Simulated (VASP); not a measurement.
# MgF2 (P4_2/mnm) in VASP: notebook

The runs below take MgF2 through single point, with PBE.

Program: VASP 6.6.1. These are calculated values, not measurements. Logs are shortened: lines on timing, memory, paths and dates and some standing lists are left out, and cuts for length are marked.

## (1) The cell of the first run

The structure is tetragonal, space group P4_2/mnm (No. 136). Conventional cell: a = 4.698 Å, b = 4.698 Å, c = 3.093 Å, α = 90.00°, β = 90.00°, γ = 90.00°. Within 2.7 Å of Mg (site symmetry mmm) lie 6 F at 2.02 Å. Within 2.7 Å of F (site symmetry m2m) lie 3 Mg at 2.02 Å and 1 F at 2.61 Å.

## (2) Single point, PBE

File INCAR:

```
SYSTEM = MgF2
PREC = Accurate
ENCUT = 600
EDIFF = 1E-6
ISMEAR = 0
SIGMA = 0.02
LREAL = .FALSE.
LASPH = .TRUE.
NELM = 120
ALGO = Normal
ISIF = 2
LWAVE = .FALSE.
LCHARG = .FALSE.
GGA = PE
NBANDS = 25
GGA_COMPAT = .FALSE.
```

File KPOINTS:

```
Automatic mesh
0
G
  6 6 8
  0 0 0
```

File POSCAR:

```
MgF2
1.0
    4.6975999539      0.0000000000      0.0000000000
    0.0000000000      4.6975999539      0.0000000000
    0.0000000000      0.0000000000      3.0930660812
Mg F
2 4
Direct
    0.0000000000      0.0000000000      0.0000000000
    0.5000000000      0.5000000000      0.5000000000
    0.3035644550      0.3035644550      0.0000000000
    0.1964355450      0.8035644550      0.5000000000
    0.6964355450      0.6964355450      0.0000000000
    0.8035644550      0.1964355450      0.5000000000
```

Potentials or basis: VASP PAW PBE potentials, release 64 (Mg, F).

Run with:

```console
> cat potpaw_PBE.64/Mg/POTCAR potpaw_PBE.64/F/POTCAR > POTCAR
> mpirun -np 1 vasp_std > vasp.out
```

OUTCAR:

```text
SYSTEM = MgF2
   PREC = Accurate
   ENCUT = 600
   EDIFF = 1E-6
   ISMEAR = 0
   LREAL = .FALSE.
   LASPH = .TRUE.
   NELM = 120
   ISIF = 2
   GGA = PE

 ion  position               nearest neighbor table
   1  0.000  0.000  0.000-   3 2.02   5 2.02   4 2.02   6 2.02   4 2.02   6 2.02
   2  0.500  0.500  0.500-   4 2.02   6 2.02   5 2.02   3 2.02   3 2.02   5 2.02
   3  0.304  0.304  0.000-   1 2.02   2 2.02   2 2.02
   4  0.196  0.804  0.500-   2 2.02   1 2.02   1 2.02
   5  0.696  0.696  0.000-   1 2.02   2 2.02   2 2.02
   6  0.804  0.196  0.500-   2 2.02   1 2.02   1 2.02

  LATTYP: Found a simple tetragonal cell.
 ALAT       =     4.6975999539
 C/A-ratio  =     0.6584353950

  Lattice vectors:

 A1 = (   4.6975999539,   0.0000000000,   0.0000000000)
 A2 = (   0.0000000000,   4.6975999539,   0.0000000000)
 A3 = (   0.0000000000,   0.0000000000,   3.0930660812)

Analysis of symmetry for initial positions (statically):
=====================================================================
 Subroutine PRICEL returns:
 Original cell was already a primitive cell.

 Routine SETGRP: Setting up the symmetry group for a
 simple tetragonal supercell.

 Subroutine GETGRP returns: Found 16 space group operations
 (whereof  8 operations were pure point group operations)
 out of a pool of 16 trial point group operations.

The static configuration has the point symmetry D_2h.
 The point group associated with its full space group is D_4h.

Analysis of symmetry for dynamics (positions and initial velocities):
=====================================================================
 Subroutine PRICEL returns:
 Original cell was already a primitive cell.

 Routine SETGRP: Setting up the symmetry group for a
 simple tetragonal supercell.

 Subroutine GETGRP returns: Found 16 space group operations
 (whereof  8 operations were pure point group operations)
 out of a pool of 16 trial point group operations.

The dynamic configuration has the point symmetry D_2h.
 The point group associated with its full space group is D_4h.

 Subroutine INISYM returns: Found 16 space group operations
 (whereof  8 operations are pure point group operations),
 and found     1 'primitive' translations

----------------------------------------------------------------------------------------

                                     Primitive cell

  volume of cell :      68.2561

  direct lattice vectors                    reciprocal lattice vectors
     4.697599954  0.000000000  0.000000000     0.212874661  0.000000000  0.000000000
     0.000000000  4.697599954  0.000000000     0.000000000  0.212874661  0.000000000
     0.000000000  0.000000000  3.093066081     0.000000000  0.000000000  0.323303794

  length of vectors
     4.697599954  4.697599954  3.093066081     0.212874661  0.212874661  0.323303794

  position of ions in fractional coordinates (direct lattice)
     0.000000000  0.000000000  0.000000000
     0.500000000  0.500000000  0.500000000
     0.303564455  0.303564455  0.000000000
     0.196435545  0.803564455  0.500000000
     0.696435545  0.696435545  0.000000000
     0.803564455  0.196435545  0.500000000

  ion indices of the primitive-cell ions
   primitive index   ion index
                 1           1
                 2           2
                 3           3
                 4           4
                 5           5
                 6           6

----------------------------------------------------------------------------------------

 KPOINTS: Automatic mesh

Automatic generation of k-mesh.
 Grid dimensions read from file:
 generate k-points for:    6    6    8

 Generating k-lattice:

  Cartesian coordinates                     Fractional coordinates (reciprocal lattice)
     0.035479110  0.000000000  0.000000000     0.166666667  0.000000000  0.000000000
     0.000000000  0.035479110  0.000000000     0.000000000  0.166666667  0.000000000
     0.000000000  0.000000000  0.040412974     0.000000000  0.000000000  0.125000000

  Length of vectors
     0.035479110  0.035479110  0.040412974

  Shift w.r.t. Gamma in fractional coordinates (k-lattice)
     0.000000000  0.000000000  0.000000000

 Subroutine IBZKPT returns following result:
 ===========================================

 Found     50 irreducible k-points:

 Following reciprocal coordinates:
            Coordinates               Weight
  0.000000  0.000000  0.000000      1.000000
  0.166667  0.000000  0.000000      4.000000
  0.333333  0.000000  0.000000      4.000000
  0.500000  0.000000  0.000000      2.000000
  0.166667  0.166667  0.000000      4.000000
  0.333333  0.166667  0.000000      8.000000
[... 16 lines left out ...]
  0.333333  0.000000  0.250000      8.000000
  0.500000  0.000000  0.250000      4.000000
 [... further k-points ...]
   k-points           NKPTS =     50   k-points in BZ     NKDIM =     50   number of bands    NBANDS=     25
   number of dos      NEDOS =    301   number of ions     NIONS =      6
   total plane-waves  NPLWV =  44800
   dimension x,y,z NGX =    40 NGY =   40 NGZ =   28
   dimension x,y,z NGXF=    80 NGYF=   80 NGZF=   56
   ions per type =               2   4
   NGX,Y,Z   is equivalent  to a cutoff of  14.16, 14.16, 15.05 a.u.
   NGXF,Y,Z  is equivalent  to a cutoff of  28.31, 28.31, 30.10 a.u.
 SYSTEM =  MgF2
   PREC   = accura    normal or accurate (medium, high low for compatibility)
   ISTART =      0    job   : 0-new  1-cont  2-samecut
   ICHARG =      2    charge: 1-file 2-atom 10-const
   ISPIN  =      1    spin polarized calculation?
   LNONCOLLINEAR =      F non collinear calculations
   LSORBIT =      F    spin-orbit coupling
   LASPH  =      T    aspherical Exc in radial PAW
   ENCUT  =  600.0 eV  44.10 Ry    6.64 a.u.   9.38  9.38  6.18*2*pi/ulx,y,z
   NELM   =    120;   NELMIN=  2; NELMDL= -5     # of ELM steps
   EDIFF  = 0.1E-05   stopping-criterion for ELM
   LREAL  =      F    real-space projection
   EDIFFG = 0.1E-04   stopping-criterion for IOM
   NSW    =      0    number of steps for IOM
   IBRION =     -1    ionic relax: 0-MD 1-quasi-New 2-CG
   NFREE  =      0    steps in history (QN), initial steepest desc. (CG)
   ISIF   =      2    stress and relaxation
   ISYM   =      2    0-nonsym 1-usesym 2-fastsym
   POTIM  = 0.5000    time-step for ionic-motion
   TEBEG  =    0.0;   TEEND  =   0.0 temperature during run
   PSTRESS=    0.0 pullay stress
   NELECT =      32.0000    total number of electrons
   NUPDOWN=      -1.0000    fix difference up-down
   EMIN   =  10.00;   EMAX   =-10.00  energy-range for DOS
   EFERMI =   0.00;   METHOD = LEGACY
   ISMEAR =     0;   SIGMA  =   0.02  broadening in eV -4-tet -1-fermi 0-gaus
   EFERMI_NEDOS =   21; number of points for ismear=-14 and -15
   IALGO  =     38    algorithm
   IMIX   =      4    mixing-type and parameters
     AMIX     =   0.40;   BMIX     =  1.00
     AMIX_MAG =   1.60;   BMIX_MAG =  1.00
  volume/ion in A,a.u.               =      11.38        76.77
  Fermi-wavevector in a.u.,A,eV,Ry     =   1.271777  2.403311 22.006301  1.617418
  Thomas-Fermi vector in A             =   2.404692
   LORBIT       =      0    0 simple, 1 ext, 2 COOP (PROOUT), +10 PAW based schemes
   GGA     = PE    functional components
   LHFCALC =     F    Hartree Fock is set to
   AEXX    =    0.0000 exact exchange contribution
   IVDW    =     0    specifies the selected vdW correction
   LEPSILON=     F    determine dielectric tensor
   LRPA    =     F    only Hartree local field effects (RPA)
 non-spin polarized calculation
 Gauss-broadening in eV      SIGMA  =   0.02
  energy-cutoff  :      600.00
  volume of cell :       68.26
 maximum number of plane-waves:      2308
 NGX is ok and might be reduce to    40
   NGX = 19   NGY = 19   NGZ = 13

 number of electron      31.9999995 magnetization

 Free energy of the ion-electron system (eV)
  ---------------------------------------------------
  ext. energy  EPLUGINS =         0.00000000
  ---------------------------------------------------
  free energy    TOTEN  =       -31.55286176 eV

  energy without entropy =      -31.55286176  energy(sigma->0) =      -31.55286176

 E-fermi :  -1.3957     XC(G=0):  -9.5168

 val. band max:       -1.4793520089   @ k =   0.0000   0.0000   0.0000
 cond. band min:       5.3165220370   @ k =   0.0000   0.0000   0.0000
 fundamental gap:      6.7958740458
 Fermi energy:        -1.3957279341

 k-point     1 :       0.0000    0.0000    0.0000
  band No.  band energies     occupation
      1     -22.0660      2.00000
      2     -21.3431      2.00000
      3     -21.3431      2.00000
      4     -21.2637      2.00000
      5      -5.3885      2.00000
      6      -3.7985      2.00000
[... 17 lines left out ...]
     24      16.4483      0.00000
     25      16.4483      0.00000

 k-point     2 :       0.1667    0.0000    0.0000
  band No.  band energies     occupation
      1     -22.0259      2.00000
      2     -21.4227      2.00000
      3     -21.3319      2.00000
      4     -21.2404      2.00000
      5      -5.2905      2.00000
      6      -3.8128      2.00000
[... 17 lines left out ...]
     24      16.2072      0.00000
     25      16.6040      0.00000

 k-point     3 :       0.3333    0.0000    0.0000
  band No.  band energies     occupation
      1     -21.9135      2.00000
      2     -21.5758      2.00000
      3     -21.3023      2.00000
      4     -21.2392      2.00000
      5      -5.0284      2.00000
      6      -4.2503      2.00000
[... 552 lines left out ...]
 k-point    23 :       0.3333    0.0000    0.2500
  band No.  band energies     occupation
      1     -21.7629      2.00000
      2     -21.5017      2.00000
      3     -21.2873      2.00000
      4     -21.2609      2.00000
      5      -4.7527      2.00000
      6      -4.1288      2.00000
[... 17 lines left out ...]
     24      14.8511      0.00000
     25      15.2603      0.00000

 k-point    24 :       0.5000    0.0000    0.2500
  band No.  band energies     occupation
      1     -21.6368      2.00000
      2     -21.6368      2.00000
      3     -21.2707      2.00000
      4     -21.2707      2.00000
      5      -4.4517      2.00000
      6      -4.4517      2.00000
[... 17 lines left out ...]
     24      14.2419      0.00000
     25      15.9084      0.00000

 [... further k-points ...]

------------------------ aborting loop because EDIFF is reached ----------------------------------------

  FORCE on cell =-STRESS in cart. coord.  units (eV):
  Direction    XX          YY          ZZ          XY          YZ          ZX
  --------------------------------------------------------------------------------------
  -------------------------------------------------------------------------------------
  Total       -0.4026991     -0.4026991     -0.4549858      0.0000000      0.0000000      0.0000000
  in kB       -9.4525715     -9.4525715    -10.6798989      0.0000000      0.0000000      0.0000000
  external PRESSURE =      -9.8616806 kB  Pullay stress =       0.0000000 kB

 VOLUME and BASIS-vectors are now :
 -----------------------------------------------------------------------------
  energy-cutoff  :      600.00
  volume of cell :       68.26
      direct lattice vectors                 reciprocal lattice vectors
     4.697599954  0.000000000  0.000000000     0.212874661  0.000000000  0.000000000
     0.000000000  4.697599954  0.000000000     0.000000000  0.212874661  0.000000000
     0.000000000  0.000000000  3.093066081     0.000000000  0.000000000  0.323303794

 POSITION                                       TOTAL-FORCE (eV/Angst)
 -----------------------------------------------------------------------------------
      0.00000      0.00000      0.00000        -0.000000      0.000000      0.000000
      2.34880      2.34880      1.54653        -0.000000      0.000000      0.000000
      1.42602      1.42602      0.00000         0.001834      0.001834      0.000000
      0.92278      3.77482      1.54653        -0.001834      0.001834      0.000000
      3.27158      3.27158      0.00000        -0.001834     -0.001834     -0.000000
      3.77482      0.92278      1.54653         0.001834     -0.001834      0.000000
 -----------------------------------------------------------------------------------
    total drift:                                0.000000     -0.000000     -0.000000

  FREE ENERGIE OF THE ION-ELECTRON SYSTEM (eV)
  ---------------------------------------------------
  free  energy   TOTEN  =       -31.5528617647 eV

  energy  without entropy=      -31.5528617647  energy(sigma->0) =      -31.55286176
```

Run time: 56 s. Hardware: 1 thread of Intel Xeon Platinum 8488C (Sapphire Rapids), shared host; peak memory 0.25 GiB.

What came out:

* Free energy: -31.5529 eV
* Pressure: -1.0 GPa
* Band gap on the k mesh: 6.80 eV, direct

Forces in eV/Å, atoms in the order of the input:
```
Mg   0.000  0.000  0.000
Mg   0.000  0.000  0.000
F    0.002  0.002  0.000
F   -0.002  0.002  0.000
F   -0.002 -0.002  0.000
F    0.002 -0.002  0.000
```

A k mesh can miss the band edges. PBE gaps usually lie below the measured ones, often by a third to a half.

## (3) Single point, PBE (volume scaled by 1.03, then relaxed in part)

File INCAR:

```
SYSTEM = MgF2
PREC = Accurate
ENCUT = 600
EDIFF = 1E-6
ISMEAR = 0
SIGMA = 0.02
LREAL = .False.
LASPH = .True.
NELM = 120
ALGO = Normal
ISIF = 2
LWAVE = .False.
LCHARG = .False.
GGA = PE
NBANDS = 25
GGA_COMPAT = .False.
```

File KPOINTS:

```
Automatic mesh
0
Gamma
  6 6 8
  0 0 0
```

File POSCAR:

```
MgF2
1.0
    4.7495445177      0.0000000000      0.0000000000
    0.0000000000      4.7495445177      0.0000000000
    0.0000000000      0.0000000000      3.1165532886
Mg F
2 4
Direct
    0.0000000000      0.0000000000      0.0000000000
    0.5000000000      0.5000000000      0.5000000000
    0.3042908402      0.3042908402      0.0000000000
    0.1957091598      0.8042908402      0.5000000000
    0.6957091598      0.6957091598      0.0000000000
    0.8042908402      0.1957091598      0.5000000000
```

Potentials or basis: VASP PAW PBE potentials, release 64 (Mg, F).

Run with:

```console
> cat potpaw_PBE.64/Mg/POTCAR potpaw_PBE.64/F/POTCAR > POTCAR
> mpirun -np 1 vasp_std > vasp.out
```

It took 66 s on 1 thread of Intel Xeon Platinum 8488C (Sapphire Rapids), shared host; peak memory 0.25 GiB.

It converged, with:

```yaml
Free_energy: -31.5311 eV
Pressure: -3.4 GPa
Largest_force: 0.003 eV/Å
Band_gap_on_the_k_mesh: 6.61 eV, direct
```

Forces in eV/Å, atoms in the order of the input:
```
Mg   0.000  0.000  0.000
Mg   0.000  0.000  0.000
F    0.002  0.002  0.000
F   -0.002  0.002  0.000
F   -0.002 -0.002  0.000
F    0.002 -0.002  0.000
```

Stress tensor (GPa, compression positive):
```
-3.40  0.00  0.00
 0.00 -3.40  0.00
 0.00  0.00 -3.55
```

Levels at points of the mesh, in eV from the valence-band top:
| k point | band 13 | band 14 | band 15 | band 16 | band 17 | band 18 | band 19 | band 20 |
| --- | --- | --- | --- | --- | --- | --- | --- | --- |
| (0.00, 0.00, 0.00) | -0.72 | -0.31 | -0.31 | 0.00 | 6.61 | 11.77 | 11.77 | 13.20 |
| (0.50, 0.00, 0.00) | -0.92 | -0.92 | -0.35 | -0.35 | 8.93 | 8.93 | 12.98 | 12.98 |
| (0.50, 0.50, 0.00) | -0.87 | -0.87 | -0.69 | -0.69 | 10.45 | 10.45 | 10.80 | 10.80 |
| (0.00, 0.00, 0.50) | -1.00 | -1.00 | -0.77 | -0.77 | 11.24 | 11.24 | 14.47 | 14.47 |
| (0.50, 0.00, 0.50) | -0.68 | -0.68 | -0.60 | -0.60 | 12.20 | 12.20 | 12.72 | 12.72 |
| (0.50, 0.50, 0.50) | -0.54 | -0.54 | -0.46 | -0.46 | 12.51 | 12.51 | 12.91 | 12.91 |
